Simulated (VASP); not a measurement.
Wanted: the native input for a VASP 6.6.1 run.

| Quantity | Value |
| --- | --- |
| Task | single point |
| Functional | r2SCAN |
| Potentials or basis | VASP PAW PBE potentials, release 64 (Mn_pv) |
| Cutoff | 520 eV |
| k mesh | 21 × 21 × 12 |
| Occupations | fermi-dirac, width 0.05 eV |
| Spin | collinear spin, ferromagnetic start |
| Starting moments | [3.772, 3.772] μB |
| Dipole correction | no |
| Further INCAR settings | ALGO = Normal; EDIFF = 1e-06; NBANDS = 24 |

Crystal: Mn.

```
Mn
1.0
     2.80337    0.00000    0.00000
    -1.40169    2.42779    0.00000
     0.00000    0.00000    4.51388
Mn
2
Direct
  0.33333 0.66667 0.25000
  0.66667 0.33333 0.75000
```

This isn't the form of Mn at room conditions, which is a 58-atom cubic cell.

One way to write it, as run:

POSCAR

```
Mn
1.0
    2.8033701174      0.0000000000      0.0000000000
   -1.4016850587      2.4277897379      0.0000000000
    0.0000000000      0.0000000000      4.5138801907
Mn
2
Direct
    0.3333333333      0.6666666667      0.2500000000
    0.6666666667      0.3333333333      0.7500000000
```

INCAR.step1

```
SYSTEM = Mn
PREC = Accurate ; ENCUT = 520
ISMEAR = -1 ; SIGMA = 0.05
LREAL = .False. ; LASPH = .True.
NELM = 150 ; ISPIN = 2
MAGMOM = 3.772 3.772 ; LMAXMIX = 4
NBANDS = 24 ; GGA = PE
ALGO = Normal ; EDIFF = 1E-4
LWAVE = .True. ; LCHARG = .False.
```

INCAR.step2

```
SYSTEM = Mn
PREC = Accurate ; ENCUT = 520
EDIFF = 1E-6 ; ISMEAR = -1
SIGMA = 0.05 ; LREAL = .False.
LASPH = .True. ; NELM = 150
ALGO = Normal ; ISIF = 2
LWAVE = .False. ; LCHARG = .True.
ISPIN = 2 ; MAGMOM = 3.772 3.772
LORBIT = 11 ; LMAXMIX = 4
METAGGA = R2SCAN ; LMIXTAU = .True.
LELF = .True. ; LVHAR = .True.
NBANDS = 24 ; ISTART = 1
```

KPOINTS

```
Automatic mesh
0
Gamma
  21 21 12
  0 0 0
```

Potentials or basis: VASP PAW PBE potentials, release 64 (Mn_pv).

Command:

```sh
$ cat potpaw_PBE.64/Mn_pv/POTCAR > POTCAR
$ cp INCAR.step1 INCAR
$ mpirun -np 1 vasp_std > vasp.out
$ cp INCAR.step2 INCAR
$ mpirun -np 1 vasp_std > vasp.out
```

It gave:

* Pressure: -0.3 GPa
* Net moment: 7.51 μB per cell
* Site moments: Mn +3.72 μB
* Valence electrons inside the program's atomic spheres: Mn 11.53

Caveat: the PAW data sets were made with another functional, which shifts forces and pressure a little.

Run time: 62 min on 1 thread of Oxide Virtual Turin-like Processor, on a shared host, peak memory 0.4 GiB.
